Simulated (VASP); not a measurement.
# MgO (e600.b) (Fm-3m) in VASP: further runs, part 2 of 2

VASP 6.6.1. Earlier steps stand in the parts before.

### 4 Single point, PBE (volume scaled by 0.97)

INCAR reads:

```
ALGO     = Normal         # electronic algorithm
EDIFF    = 1E-6           # SCF threshold, eV
ENCUT    = 600            # plane-wave cutoff, eV
GGA      = PE             # functional
GGA_COMPAT= F            
ISIF     = 2              # what is computed and relaxed
ISMEAR   = 0              # smearing method
LASPH    = T              # aspherical terms in the spheres
LCHARG   = F              # write CHGCAR
LREAL    = F              # projectors in reciprocal space
LWAVE    = F              # write WAVECAR
NBANDS   = 11             # bands
NELM     = 120            # most SCF steps
PREC     = Accurate       # precision mode
SIGMA    = 0.02           # smearing width, eV
```

KPOINTS reads:

```
k-points
0
Gamma
  10 10 10
```

POSCAR reads:

```
MgO
1.0
    0.0000000000      2.1055134772      2.1055134772
    2.1055134772      0.0000000000      2.1055134772
    2.1055134772      2.1055134772      0.0000000000
Mg O
1 1
Direct
    0.0000000000      0.0000000000      0.0000000000
    0.5000000000      0.5000000000      0.5000000000
```

Potentials or basis: VASP PAW PBE potentials, release 64 (Mg, O).

Started as:

```console
cat potpaw_PBE.64/Mg/POTCAR potpaw_PBE.64/O/POTCAR > POTCAR
mpirun -np 1 vasp_std > vasp.out
```

OUTCAR:

```text
EDIFF = 1E-6
   ENCUT = 600
   GGA = PE
   ISIF = 2
   ISMEAR = 0
   LASPH = T
   LREAL = F
   NELM = 120
   PREC = Accurate

 ion  position               nearest neighbor table
   1  0.000  0.000  0.000-   2 2.11   2 2.11   2 2.11   2 2.11   2 2.11   2 2.11
   2  0.500  0.500  0.500-   1 2.11   1 2.11   1 2.11   1 2.11   1 2.11   1 2.11

  LATTYP: Found a face centered cubic cell.
 ALAT       =     4.2110269544

  Lattice vectors:

 A1 = (   0.0000000000,   2.1055134772,   2.1055134772)
 A2 = (   2.1055134772,   0.0000000000,   2.1055134772)
 A3 = (   2.1055134772,   2.1055134772,   0.0000000000)

Analysis of symmetry for initial positions (statically):
=====================================================================
 Subroutine PRICEL returns:
 Original cell was already a primitive cell.

 Routine SETGRP: Setting up the symmetry group for a
 face centered cubic supercell.

 Subroutine GETGRP returns: Found 48 space group operations
[... 9 lines left out ...]

 Routine SETGRP: Setting up the symmetry group for a
 face centered cubic supercell.

 Subroutine GETGRP returns: Found 48 space group operations
[... 11 lines left out ...]
                                     Primitive cell

[... 148 lines left out ...]
      2       3.1905      2.00000
      3       3.1905      2.00000
      4       3.1905      2.00000
      5       7.9254      0.00000
      6      18.9970      0.00000
      7      18.9970      0.00000
      8      18.9970      0.00000
      9      22.9144      0.00000
     10      24.6908      0.00000
     11      24.6908      0.00000
[... 309 lines left out ...]
 k-point    24 :       0.4000    0.3000    0.0000
  band No.  band energies     occupation
      1     -12.8368      2.00000
      2      -0.3866      2.00000
      3       1.8868      2.00000
      4       2.1057      2.00000
      5      12.7714      0.00000
      6      13.3747      0.00000
      7      16.8019      0.00000
      8      21.3796      0.00000
      9      21.5860      0.00000
     10      28.0886      0.00000
     11      30.1834      0.00000

 [... further k-points ...]

------------------------ aborting loop because EDIFF is reached ----------------------------------------

  FORCE on cell =-STRESS in cart. coord.  units (eV):
  Direction    XX          YY          ZZ          XY          YZ          ZX
  --------------------------------------------------------------------------------------
  -------------------------------------------------------------------------------------
  Total        0.4451197      0.4451197      0.4451197      0.0000000      0.0000000      0.0000000
  in kB       38.2017565     38.2017565     38.2017565      0.0000000      0.0000000      0.0000000
  external PRESSURE =      38.2017565 kB  Pullay stress =       0.0000000 kB

 VOLUME and BASIS-vectors are now :
 -----------------------------------------------------------------------------
  energy-cutoff  :      600.00
  volume of cell :       18.67
      direct lattice vectors                 reciprocal lattice vectors
     0.000000000  2.105513477  2.105513477    -0.237471764  0.237471764  0.237471764
     2.105513477  0.000000000  2.105513477     0.237471764 -0.237471764  0.237471764
     2.105513477  2.105513477  0.000000000     0.237471764  0.237471764 -0.237471764

 POSITION                                       TOTAL-FORCE (eV/Angst)
 -----------------------------------------------------------------------------------
      0.00000      0.00000      0.00000         0.000000      0.000000      0.000000
      2.10551      2.10551      2.10551        -0.000000     -0.000000      0.000000
 -----------------------------------------------------------------------------------
    total drift:                               -0.000000     -0.000000      0.000000

  FREE ENERGIE OF THE ION-ELECTRON SYSTEM (eV)
  ---------------------------------------------------
  free  energy   TOTEN  =       -11.9085318257 eV

  energy  without entropy=      -11.9085318257  energy(sigma->0) =      -11.90853183
```

OSZICAR:

```text
N       E                     dE             d eps       ncg     rms          rms(c)
DAV:   1     0.186340685800E+02    0.18634E+02   -0.49216E+03  1138   0.734E+02
DAV:   2    -0.127124227070E+02   -0.31346E+02   -0.30786E+02  1215   0.148E+02
DAV:   3    -0.134650730190E+02   -0.75265E+00   -0.75203E+00  1270   0.203E+01
DAV:   4    -0.134670095527E+02   -0.19365E-02   -0.19365E-02  1097   0.116E+00
DAV:   5    -0.134670159026E+02   -0.63499E-05   -0.63499E-05  1238   0.647E-02    0.721E+00
DAV:   6    -0.119259413522E+02    0.15411E+01   -0.87515E+00  1073   0.163E+01    0.222E+00
DAV:   7    -0.119142969918E+02    0.11644E-01   -0.56126E-02  1133   0.214E+00    0.135E+00
DAV:   8    -0.119089409893E+02    0.53560E-02   -0.28320E-02  1076   0.191E+00    0.242E-01
DAV:   9    -0.119085500230E+02    0.39097E-03   -0.58756E-04  1175   0.170E-01    0.137E-01
DAV:  10    -0.119085298889E+02    0.20134E-04   -0.54677E-04  1142   0.175E-01    0.921E-03
DAV:  11    -0.119085319490E+02   -0.20601E-05   -0.26224E-06  1187   0.141E-02    0.578E-03
DAV:  12    -0.119085318257E+02    0.12333E-06   -0.68107E-07   643   0.650E-03
   1 F= -.11908532E+02 E0= -.11908532E+02  d E =-.294845E-19
```

It took 4.1 s on 1 thread of Intel Xeon 6975P-C (Granite Rapids), shared host; peak memory 0.14 GiB.

Results:

```yaml
Free_energy: -11.9085 eV
Pressure: 3.8 GPa
Band_gap_on_the_k_mesh: 4.73 eV, direct
```

### 5 Single point, PBE (volume scaled by 1.03)

INCAR reads:

```
  ALGO = Normal
  EDIFF = 1E-6
  ENCUT = 600
  GGA = PE
  GGA_COMPAT = False
  ISIF = 2
  ISMEAR = 0
  LASPH = True
  LCHARG = False
  LREAL = False
  LWAVE = False
  NBANDS = 11
  NELM = 120
  PREC = Accurate
  SIGMA = 0.02
```

KPOINTS is that of step 4.

POSCAR reads:

```
MgO
1.0
    0.0000000000      2.1480605662      2.1480605662
    2.1480605662      0.0000000000      2.1480605662
    2.1480605662      2.1480605662      0.0000000000
Mg O
1 1
Direct
    0.0000000000      0.0000000000      0.0000000000
    0.5000000000      0.5000000000      0.5000000000
```

Started as:

```console
cat potpaw_PBE.64/Mg/POTCAR potpaw_PBE.64/O/POTCAR > POTCAR
mpirun -np 1 vasp_std > vasp.out
```

Wall time 4.3 s (1 thread of Intel Xeon 6975P-C (Granite Rapids), shared host); peak memory 0.14 GiB.

The run converged. Its results:

- Free energy: -11.9049 eV
- Pressure: -5.1 GPa
- Band gap on the k mesh: 4.17 eV, direct

Levels at points of the mesh, in eV from the valence-band top:
```tsv
k point	band 1	band 2	band 3	band 4	band 5	band 6	band 7	band 8
(0.00, 0.00, 0.00)	-16.97	0.00	0.00	0.00	4.17	15.46	15.46	15.46
(0.50, 0.00, 0.00)	-15.83	-4.36	-0.59	-0.59	7.53	11.94	15.71	15.71
(0.50, 0.50, 0.00)	-15.59	-3.85	-1.27	-1.27	9.04	9.34	12.48	18.09
```

### 6 Summary

| cell | gap on the mesh (eV) | pressure (GPa) |
| --- | --- | --- |
| a = 2.947 Å, angles 60.0°, 2 atoms | 5.05 | 9.5 |
| a = 2.915 Å, angles 60.0°, 2 atoms | 5.38 | 16.1 |
| a = 2.978 Å, angles 60.0°, 2 atoms | 4.73 | 3.8 |
| a = 3.038 Å, angles 60.0°, 2 atoms | 4.17 | -5.1 |

Alike in all rows: task single point; level PBE; potentials or basis VASP PAW PBE potentials, release 64 (Mg, O); no spin polarisation; k mesh 10 × 10 × 10; cutoff (eV) 600; smearing gaussian 0.02 eV.

Absolute energies hang on the potentials; compare differences alone.
